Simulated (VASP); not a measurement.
Here is a VASP 6.6.1 calculation.

The input INCAR:

```
SYSTEM = SnO2
PREC = Accurate
ENCUT = 520
EDIFF = 1E-6
ISMEAR = 0
SIGMA = 0.05
LREAL = .False.
LASPH = .True.
NELM = 60
ALGO = Normal
ISIF = 2
LWAVE = .False.
LCHARG = .False.
NBANDS = 64
```

Contents of KPOINTS:

```
Automatic mesh
0
Gamma
  6 6 6
  0 0 0
```

Contents of POSCAR:

```
SnO2
1.0
    0.0000000000      4.4289551266      4.4289551266
    4.4289551266      0.0000000000      4.4289551266
    4.4289551266      4.4289551266      0.0000000000
Sn O
4 8
Direct
    0.1647384925      0.1250000000      0.5852615075
    0.6250000000      0.1250000000      0.1250000000
    0.1250000000      0.6250000000      0.1250000000
    0.1250000000      0.1250000000      0.1250000000
    0.8907311159      0.8907311159      0.8907311159
    0.8907311159      0.3278066522      0.8907311159
    0.8907311159      0.8907311159      0.3278066522
    0.3278066522      0.8907311159      0.8907311159
    0.9221933478      0.3592688841      0.3592688841
    0.3592688841      0.3592688841      0.9221933478
    0.3592688841      0.9221933478      0.3592688841
    0.3592688841      0.3592688841      0.3592688841
```

Potentials or basis: VASP PAW LDA potentials, release 64 (Sn_d, O).

The run is started by

```bash
$ cat potpaw_LDA.64/Sn_d/POTCAR potpaw_LDA.64/O/POTCAR > POTCAR
$ mpirun -np 1 vasp_std > vasp.out
```

(1) What does it give for the pressure?

(2) Estimate the band gap on the k mesh.

(3) What does it give for the largest force?

Answers

(1) 3.4 GPa.

(2) 1.53 eV.

(3) 8.289 eV/Å.

Caveat: the cell differs from its parent crystal (atom 1 (Sn) moved by -0.176 Å along [1 0 0] and +0.176 Å along [0 0 1]); the cell stands under pressure; spin-orbit coupling is left out, which moves the levels of the heavy elements; forces of over 1 eV/Å act on the atoms, so gaps and moduli don't describe the material at rest.
